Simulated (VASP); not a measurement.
## SnSe2: single point with PBEsol

SnSe2:

```
Sn Se
1.0
     3.84190    0.00000    0.00000
    -1.92095    3.32718    0.00000
     0.00000    0.00000    6.48588
Sn Se
1 2
Cartesian
  0.0000 0.0000 0.0000
  1.9209 1.1091 4.9105
  0.0000 2.2181 1.5754
```

```yaml
Program: VASP 6.6.1
Task: single point
Functional: PBEsol
Potentials_or_basis: VASP PAW PBE potentials, release 64 (Sn_d, Se)
Cutoff: 520 eV
k_mesh: 6 × 6 × 4
Occupations: gaussian, width 0.1 eV
Spin: no spin polarisation
Dipole_correction: no
Further_INCAR_settings: ALGO = Normal; EDIFF = 1e-07; NBANDS = 20
```

* Pressure: -0.7 GPa
* Largest force: 0.052 eV/Å
* Band gap on the k mesh: 0.69 eV, indirect (least direct gap 1.11 eV)

Forces in eV/Å, atoms in the order of the input:
```
Sn   0.000  0.000  0.000
Se   0.000  0.000 -0.052
Se   0.000  0.000  0.052
```

Stress tensor (GPa, compression positive):
```
-0.83  0.00  0.00
 0.00 -0.83  0.00
 0.00  0.00 -0.31
```

Levels at points of the mesh, in eV from the valence-band top:
```csv
k point,band 9,band 10,band 11,band 12,band 13,band 14,band 15,band 16,band 17,band 18
"(0.00, 0.00, 0.00)",-0.51,-0.51,-0.24,-0.19,-0.19,0.99,2.98,4.59,4.59,7.68
"(0.50, 0.00, 0.00)",-4.30,-2.66,-2.36,-1.02,-0.25,1.03,3.74,5.45,5.45,6.64
"(0.00, 0.00, 0.50)",-1.84,-0.57,-0.57,-0.09,-0.09,2.24,2.90,4.42,4.42,8.11
"(0.50, 0.00, 0.50)",-4.59,-2.25,-2.01,-0.70,-0.50,0.69,4.15,4.74,5.70,6.03
```

Wall time 35 s on 1 thread of Intel(R) Xeon(R) Platinum 8488C (Sapphire Rapids), with other jobs on the host, peak memory 0.21 GiB.

Caveat: the PAW data sets were made with another functional, which shifts forces and pressure a little; spin-orbit coupling is left out, which moves the levels of the heavy elements; this functional lacks dispersion, which binds the layers, so the pressure and a relaxed spacing across them are unreliable. A k mesh can miss the band edges.
